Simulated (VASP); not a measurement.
Here is a VASP 6.6.1 calculation.

INCAR

```
PREC = Accurate
ENCUT = 500
EDIFF = 1E-6
ISMEAR = 0
SIGMA = 0.1
LREAL = False
LASPH = True
NELM = 120
ALGO = Normal
ISIF = 2
LWAVE = False
LCHARG = False
GGA = PS
NBANDS = 12
GGA_COMPAT = False
```

Contents of KPOINTS:

```
regular mesh
0
Gamma
  6 6 6
```

Contents of POSCAR:

```
Ti
1.0
    0.0000000000      2.0276444533      2.0276444533
    2.0276444533      0.0000000000      2.0276444533
    2.0276444533      2.0276444533      0.0000000000
Ti
1
Direct
    0.0000000000      0.0000000000      0.0000000000
```

Potentials or basis: VASP PAW PBE potentials, release 64 (Ti_sv).

Command:

```console
$ cat potpaw_PBE.64/Ti_sv/POTCAR > POTCAR
$ mpirun -np 1 vasp_std > vasp.out
```

**Question.** Predict the pressure.

**Answer.** 0.4 GPa.

**Question.** Predict the band gap on the k mesh.

**Answer.** Zero (band 6 reaches 9.41 eV, above the bottom of band 7 at 8.45 eV).

Caveat: the k points lie up to 0.45 Å⁻¹ apart; the PAW data sets were made with another functional, which shifts forces and pressure a little.
